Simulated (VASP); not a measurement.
# TaSi2 (P6_222) in VASP: notebook

TaSi2 is run at these levels: PBEsol; tasks: single point.

Program: VASP 6.6.1. These are calculated values, not measurements. Logs are shortened: lines on timing, memory, paths and dates and some standing lists are left out, and cuts for length are marked.

## 1. The cell of the first run

It takes space group P6_222 (No. 180, hexagonal). Conventional cell: a = 4.880 Å, b = 4.880 Å, c = 6.720 Å, α = 90.00°, β = 90.00°, γ = 120.00°. Ta (site symmetry 222) has 10 Si at 2.66 to 2.88 Å and 4 Ta at 3.31 Å within 3.5 Å. Within 3.4 Å of Si (site symmetry 2) lie 9 Si at 2.61 to 3.39 Å and 5 Ta at 2.66 to 2.88 Å.

## 2. Single point, PBEsol (strain +0.025 along x and y, +0.025 along z)

Contents of INCAR:

```
SYSTEM = TaSi2
PREC = Accurate ; ENCUT = 520
EDIFF = 1E-7 ; ISMEAR = 0
SIGMA = 0.15 ; LREAL = .FALSE.
LASPH = .TRUE. ; NELM = 80
ALGO = Normal ; ISIF = 2
LWAVE = .FALSE. ; LCHARG = .FALSE.
GGA = PS ; NBANDS = 38
```

Contents of KPOINTS:

```
Automatic mesh
0
G
  12 12 6
  0 0 0
```

Contents of POSCAR:

```
TaSi2
1.0
    4.8798810202      0.0000000000      0.0000000000
   -2.4399405101      4.2261009310      0.0000000000
    0.0000000000      0.0000000000      6.7196787534
Ta Si
3 6
Direct
    0.5000000000      0.0000000000      0.5000000000
    0.5000000000      0.5000000000      0.8333333333
    0.0000000000      0.5000000000      0.1666666667
    0.1592675430      0.3185350860      0.5000000000
    0.8407324570      0.1592675430      0.8333333333
    0.6814649140      0.8407324570      0.1666666667
    0.8407324570      0.6814649140      0.5000000000
    0.1592675430      0.8407324570      0.8333333333
    0.3185350860      0.1592675430      0.1666666667
```

Potentials or basis: VASP PAW PBE potentials, release 64 (Ta_pv, Si).

The run is started by

```bash
$ cat potpaw_PBE.64/Ta_pv/POTCAR potpaw_PBE.64/Si/POTCAR > POTCAR
$ mpirun -np 1 vasp_std > vasp.out
```

OUTCAR:

```text
SYSTEM = TaSi2
   PREC = Accurate
   ENCUT = 520
   EDIFF = 1E-7
   ISMEAR = 0
   LREAL = .FALSE.
   LASPH = .TRUE.
   NELM = 80
   ISIF = 2
   GGA = PS

 ion  position               nearest neighbor table
   1  0.500  0.000  0.500-   5 2.66   6 2.66   8 2.66   9 2.66   7 2.79   4 2.79   4 2.79   7 2.79
                             4 2.88   7 2.88   2 3.31   2 3.31   3 3.31   3 3.31
   2  0.500  0.500  0.833-   4 2.66   7 2.66   6 2.66   9 2.66   8 2.79   5 2.79   8 2.79   5 2.79
                             8 2.88   5 2.88   1 3.31   1 3.31   3 3.31   3 3.31
   3  0.000  0.500  0.167-   4 2.66   7 2.66   5 2.66   8 2.66   6 2.79   9 2.79   9 2.79   6 2.79
                             6 2.88   9 2.88   1 3.31   1 3.31   2 3.31   2 3.31
   4  0.159  0.319  0.500-   5 2.61   9 2.61   2 2.66   3 2.66   7 2.69   1 2.79   1 2.79   1 2.88
                             7 2.88   7 2.88
   5  0.841  0.159  0.833-   4 2.61   6 2.61   1 2.66   3 2.66   8 2.69   2 2.79   2 2.79   2 2.88
                             8 2.88   8 2.88
   6  0.681  0.841  0.167-   7 2.61   5 2.61   1 2.66   2 2.66   9 2.69   3 2.79   3 2.79   3 2.88
                             9 2.88   9 2.88
   7  0.841  0.681  0.500-   6 2.61   8 2.61   2 2.66   3 2.66   4 2.69   1 2.79   1 2.79   1 2.88
                             4 2.88   4 2.88
   8  0.159  0.841  0.833-   7 2.61   9 2.61   1 2.66   3 2.66   5 2.69   2 2.79   2 2.79   2 2.88
                             5 2.88   5 2.88
   9  0.319  0.159  0.167-   4 2.61   8 2.61   1 2.66   2 2.66   6 2.69   3 2.79   3 2.79   3 2.88
                             6 2.88   6 2.88

  LATTYP: Found a hexagonal cell.
 ALAT       =     4.8798810202
 C/A-ratio  =     1.3770169243

  Lattice vectors:

 A1 = (   4.8798810202,   0.0000000000,   0.0000000000)
 A2 = (  -2.4399405101,   4.2261009310,   0.0000000000)
 A3 = (   0.0000000000,   0.0000000000,   6.7196787534)

Analysis of symmetry for initial positions (statically):
=====================================================================
 Subroutine PRICEL returns:
 Original cell was already a primitive cell.

 Routine SETGRP: Setting up the symmetry group for a
 hexagonal supercell.

 Subroutine GETGRP returns: Found 12 space group operations
 (whereof  4 operations were pure point group operations)
 out of a pool of 24 trial point group operations.

The static configuration has the point symmetry D_2 .
 The point group associated with its full space group is D_6 .

Analysis of symmetry for dynamics (positions and initial velocities):
=====================================================================
 Subroutine PRICEL returns:
 Original cell was already a primitive cell.

 Routine SETGRP: Setting up the symmetry group for a
 hexagonal supercell.

 Subroutine GETGRP returns: Found 12 space group operations
 (whereof  4 operations were pure point group operations)
 out of a pool of 24 trial point group operations.

The dynamic configuration has the point symmetry D_2 .
 The point group associated with its full space group is D_6 .

 Subroutine INISYM returns: Found 12 space group operations
 (whereof  4 operations are pure point group operations),
 and found     1 'primitive' translations

----------------------------------------------------------------------------------------

                                     Primitive cell

  volume of cell :     138.5791

  direct lattice vectors                    reciprocal lattice vectors
     4.879881020  0.000000000  0.000000000     0.204923029  0.118312366  0.000000000
    -2.439940510  4.226100931  0.000000000     0.000000000  0.236624732  0.000000000
     0.000000000  0.000000000  6.719678753     0.000000000  0.000000000  0.148816638

  length of vectors
     4.879881020  4.879881020  6.719678753     0.236624732  0.236624732  0.148816638

  position of ions in fractional coordinates (direct lattice)
     0.500000000  0.000000000  0.500000000
     0.500000000  0.500000000  0.833333333
     0.000000000  0.500000000  0.166666667
     0.159267543  0.318535086  0.500000000
     0.840732457  0.159267543  0.833333333
     0.681464914  0.840732457  0.166666667
     0.840732457  0.681464914  0.500000000
     0.159267543  0.840732457  0.833333333
     0.318535086  0.159267543  0.166666667

  ion indices of the primitive-cell ions
   primitive index   ion index
                 1           1
                 2           2
                 3           3
                 4           4
                 5           5
                 6           6
                 7           7
                 8           8
                 9           9

----------------------------------------------------------------------------------------

 KPOINTS: Automatic mesh

Automatic generation of k-mesh.
 Grid dimensions read from file:
 generate k-points for:   12   12    6

 Generating k-lattice:

  Cartesian coordinates                     Fractional coordinates (reciprocal lattice)
     0.017076919  0.009859364  0.000000000     0.083333333 -0.000000000  0.000000000
     0.000000000  0.019718728  0.000000000     0.000000000  0.083333333  0.000000000
     0.000000000  0.000000000  0.024802773     0.000000000  0.000000000  0.166666667

  Length of vectors
     0.019718728  0.019718728  0.024802773

  Shift w.r.t. Gamma in fractional coordinates (k-lattice)
     0.000000000  0.000000000  0.000000000

 Subroutine IBZKPT returns following result:
 ===========================================

 Found     76 irreducible k-points:

 Following reciprocal coordinates:
            Coordinates               Weight
  0.000000  0.000000  0.000000      1.000000
  0.083333  0.000000  0.000000      6.000000
  0.166667  0.000000  0.000000      6.000000
  0.250000  0.000000  0.000000      6.000000
  0.333333  0.000000  0.000000      6.000000
  0.416667 -0.000000  0.000000      6.000000
[... 16 lines left out ...]
  0.250000  0.000000  0.166667     12.000000
  0.333333  0.000000  0.166667     12.000000
 [... further k-points ...]
   k-points           NKPTS =     76   k-points in BZ     NKDIM =     76   number of bands    NBANDS=     38
   number of dos      NEDOS =    301   number of ions     NIONS =      9
   total plane-waves  NPLWV =  64800
   dimension x,y,z NGX =    36 NGY =   36 NGZ =   50
   dimension x,y,z NGXF=    72 NGYF=   72 NGZF=  100
   ions per type =               3   6
   NGX,Y,Z   is equivalent  to a cutoff of  12.26, 12.26, 12.37 a.u.
   NGXF,Y,Z  is equivalent  to a cutoff of  24.53, 24.53, 24.74 a.u.
 SYSTEM =  TaSi2
   PREC   = accura    normal or accurate (medium, high low for compatibility)
   ISTART =      0    job   : 0-new  1-cont  2-samecut
   ICHARG =      2    charge: 1-file 2-atom 10-const
   ISPIN  =      1    spin polarized calculation?
   LNONCOLLINEAR =      F non collinear calculations
   LSORBIT =      F    spin-orbit coupling
   LASPH  =      T    aspherical Exc in radial PAW
   ENCUT  =  520.0 eV  38.22 Ry    6.18 a.u.   9.07  9.07 12.49*2*pi/ulx,y,z
   NELM   =     80;   NELMIN=  2; NELMDL= -5     # of ELM steps
   EDIFF  = 0.1E-06   stopping-criterion for ELM
   LREAL  =      F    real-space projection
   EDIFFG = 0.1E-05   stopping-criterion for IOM
   NSW    =      0    number of steps for IOM
   IBRION =     -1    ionic relax: 0-MD 1-quasi-New 2-CG
   NFREE  =      0    steps in history (QN), initial steepest desc. (CG)
   ISIF   =      2    stress and relaxation
   ISYM   =      2    0-nonsym 1-usesym 2-fastsym
   POTIM  = 0.5000    time-step for ionic-motion
   TEBEG  =    0.0;   TEEND  =   0.0 temperature during run
   PSTRESS=    0.0 pullay stress
   NELECT =      57.0000    total number of electrons
   NUPDOWN=      -1.0000    fix difference up-down
   EMIN   =  10.00;   EMAX   =-10.00  energy-range for DOS
   EFERMI =   0.00;   METHOD = LEGACY
   ISMEAR =     0;   SIGMA  =   0.15  broadening in eV -4-tet -1-fermi 0-gaus
   EFERMI_NEDOS =   21; number of points for ismear=-14 and -15
   IALGO  =     38    algorithm
   IMIX   =      4    mixing-type and parameters
     AMIX     =   0.40;   BMIX     =  1.00
     AMIX_MAG =   1.60;   BMIX_MAG =  1.00
  volume/ion in A,a.u.               =      15.40       103.91
  Fermi-wavevector in a.u.,A,eV,Ry     =   1.217495  2.300732 20.167841  1.482294
  Thomas-Fermi vector in A             =   2.352814
   LORBIT       =      0    0 simple, 1 ext, 2 COOP (PROOUT), +10 PAW based schemes
   GGA     = PS    functional components
   LHFCALC =     F    Hartree Fock is set to
   AEXX    =    0.0000 exact exchange contribution
   IVDW    =     0    specifies the selected vdW correction
   LEPSILON=     F    determine dielectric tensor
   LRPA    =     F    only Hartree local field effects (RPA)
 non-spin polarized calculation
 Gauss-broadening in eV      SIGMA  =   0.15
  energy-cutoff  :      520.00
  volume of cell :      138.58
 maximum number of plane-waves:      3765
   NGX = 19   NGY = 19   NGZ = 25

 number of electron      57.0000001 magnetization

 Free energy of the ion-electron system (eV)
  ---------------------------------------------------
  ext. energy  EPLUGINS =         0.00000000
  ---------------------------------------------------
  free energy    TOTEN  =       -76.97169572 eV

  energy without entropy =      -76.92805569  energy(sigma->0) =      -76.94987571

 E-fermi :   8.5712     XC(G=0): -11.8706

 val. band max:        8.5582252232   @ k =   0.3333   0.0833   0.5000
 cond. band min:       8.5747547380   @ k =   0.1667   0.0000   0.3333
 fundamental gap:      0.0165295148
 Fermi energy:         8.5711825408

 k-point     1 :       0.0000    0.0000    0.0000
  band No.  band energies     occupation
      1     -25.9012      2.00000
      2     -25.9001      2.00000
      3     -25.9001      2.00000
      4     -25.8381      2.00000
      5     -25.8381      2.00000
      6     -25.7720      2.00000
[... 30 lines left out ...]
     37      12.2168      0.00000
     38      12.2294      0.00000
[... 941 lines left out ...]
     37      12.3529      0.00000
     38      12.4359      0.00000

 [... further k-points ...]

------------------------ aborting loop because EDIFF is reached ----------------------------------------

  FORCE on cell =-STRESS in cart. coord.  units (eV):
  Direction    XX          YY          ZZ          XY          YZ          ZX
  --------------------------------------------------------------------------------------
  -------------------------------------------------------------------------------------
  Total       -9.9582719     -9.9582719    -11.9446945      0.0000000     -0.0000000      0.0000000
  in kB     -115.1322401   -115.1322401   -138.0982008      0.0000000     -0.0000000      0.0000000
  external PRESSURE =    -122.7875603 kB  Pullay stress =       0.0000000 kB

 VOLUME and BASIS-vectors are now :
 -----------------------------------------------------------------------------
  energy-cutoff  :      520.00
  volume of cell :      138.58
      direct lattice vectors                 reciprocal lattice vectors
     4.879881020  0.000000000  0.000000000     0.204923029  0.118312366  0.000000000
    -2.439940510  4.226100931  0.000000000     0.000000000  0.236624732  0.000000000
     0.000000000  0.000000000  6.719678753     0.000000000  0.000000000  0.148816638

 POSITION                                       TOTAL-FORCE (eV/Angst)
 -----------------------------------------------------------------------------------
      2.43994      0.00000      3.35984        -0.000000     -0.000000     -0.000000
      1.21997      2.11305      5.59973        -0.000000     -0.000000      0.000000
     -1.21997      2.11305      1.11995        -0.000000     -0.000000      0.000000
      0.00000      1.34616      3.35984        -0.000000      0.019215     -0.000000
      3.71407      0.67308      5.59973        -0.016641      0.009608     -0.000000
      1.27413      3.55302      1.11995        -0.016641     -0.009608     -0.000000
      2.43994      2.87994      3.35984        -0.000000     -0.019215     -0.000000
     -1.27413      3.55302      5.59973         0.016641     -0.009608     -0.000000
      1.16581      0.67308      1.11995         0.016641      0.009608     -0.000000
 -----------------------------------------------------------------------------------
    total drift:                               -0.000000      0.000000      0.000000

  FREE ENERGIE OF THE ION-ELECTRON SYSTEM (eV)
  ---------------------------------------------------
  free  energy   TOTEN  =       -76.9716957239 eV

  energy  without entropy=      -76.9280556878  energy(sigma->0) =      -76.94987571
```

Run time: 5.6 min. Hardware: 1 thread of Intel Xeon 8259CL, shared host; peak memory 0.45 GiB.

Results:

- Free energy: -76.9717 eV
- Pressure: -12.3 GPa
- Largest force: 0.019 eV/Å
- Band gap on the k mesh: zero (an odd number of electrons rules out a gap without spin polarisation)

Forces on the atoms (eV/Å):
```
Ta   0.000  0.000  0.000
Ta   0.000  0.000  0.000
Ta   0.000  0.000  0.000
Si   0.000  0.019  0.000
Si  -0.017  0.010  0.000
Si  -0.017 -0.010  0.000
Si   0.000 -0.019  0.000
Si   0.017 -0.010  0.000
Si   0.017  0.010  0.000
```

Stress tensor (GPa, compression positive):
```
-11.51   0.00   0.00
  0.00 -11.51   0.00
  0.00   0.00 -13.81
```

Levels at points of the mesh, in eV from the Fermi level:
| k point | band 27 | band 28 | band 29 | band 30 | band 31 | band 32 |
| --- | --- | --- | --- | --- | --- | --- |
| (0.00, 0.00, 0.00) | -2.06 | -2.06 | -1.46 | 0.69 | 2.79 | 2.79 |
| (0.50, 0.00, 0.00) | -0.68 | -0.07 | -0.04 | 0.83 | 1.04 | 1.47 |
| (0.00, 0.00, 0.50) | -1.74 | -1.74 | 1.04 | 1.04 | 2.31 | 2.31 |
| (0.50, 0.00, 0.50) | -1.79 | -0.64 | -0.25 | 1.43 | 1.78 | 2.32 |

Caveat: the cell differs from its parent crystal (strain +0.025 along x and y, +0.025 along z); the cell stands under tension; the PAW data sets were made with another functional, which shifts forces and pressure a little; spin-orbit coupling is left out, which moves the levels of the heavy elements.

## 3. Single point, PBEsol (strain +0.050 along x and y, +0.000 along z)

Contents of INCAR:

```
ALGO = Normal
EDIFF = 1E-6
ENCUT = 520
GGA = PS
ISIF = 2
ISMEAR = 0
LASPH = T
LCHARG = F
LREAL = F
LWAVE = F
NBANDS = 38
NELM = 60
PREC = Accurate
SIGMA = 0.15
```

Contents of KPOINTS:

```
k-points
0
Gamma
  12 12 6
```

Changes to POSCAR since step 2:

```diff
@@ -2,5 +2,5 @@
 1.0
-    4.8798810202      0.0000000000      0.0000000000
-   -2.4399405101      4.2261009310      0.0000000000
-    0.0000000000      0.0000000000      6.7196787534
+    4.9989025085      0.0000000000      0.0000000000
+   -2.4994512542      4.3291765634      0.0000000000
+    0.0000000000      0.0000000000      6.5557841497
 Ta Si
```

Potentials or basis: VASP PAW PBE potentials, release 64 (Ta_pv, Si).

The run is started by

```bash
$ cat potpaw_PBE.64/Ta_pv/POTCAR potpaw_PBE.64/Si/POTCAR > POTCAR
$ mpirun -np 1 vasp_std > vasp.out
```

Wall time 6.4 min (1 thread of Intel Xeon 8259CL, shared host); peak memory 0.48 GiB.

The run converged. Its results:

* Free energy: -76.5906 eV
* Pressure: -14.0 GPa
* Largest force: 0.060 eV/Å
* Band gap on the k mesh: zero (an odd number of electrons rules out a gap without spin polarisation)

Forces on the atoms (eV/Å):
```
Ta   0.000  0.000  0.000
Ta   0.000  0.000  0.000
Ta   0.000  0.000  0.000
Si   0.000 -0.060  0.000
Si   0.052 -0.030  0.000
Si   0.052  0.030  0.000
Si   0.000  0.060  0.000
Si  -0.052  0.030  0.000
Si  -0.052 -0.030  0.000
```

Stress tensor (GPa, compression positive):
```
-17.36   0.00   0.00
  0.00 -17.36   0.00
  0.00   0.00  -7.27
```

Levels at points of the mesh, in eV from the Fermi level:
| k point | band 26 | band 27 | band 28 | band 29 | band 30 | band 31 | band 32 | band 33 |
| --- | --- | --- | --- | --- | --- | --- | --- | --- |
| (0.00, 0.00, 0.00) | -2.10 | -1.96 | -1.96 | -1.57 | 0.86 | 2.43 | 2.43 | 2.99 |
| (0.50, 0.00, 0.00) | -1.03 | -0.53 | -0.17 | 0.07 | 0.81 | 1.10 | 1.18 | 2.02 |
| (0.00, 0.00, 0.50) | -1.93 | -1.91 | -1.91 | 1.34 | 1.34 | 2.36 | 2.36 | 2.92 |
| (0.50, 0.00, 0.50) | -1.77 | -1.60 | -0.64 | -0.56 | 1.24 | 1.62 | 2.13 | 2.20 |

Caveat: the cell differs from its parent crystal (strain +0.050 along x and y, +0.000 along z); the stress differs along the axes, from -17 to -7 GPa; the PAW data sets were made with another functional, which shifts forces and pressure a little; spin-orbit coupling is left out, which moves the levels of the heavy elements.

The gap in the log of VASP goes by the Fermi energy; the results here count the filled bands.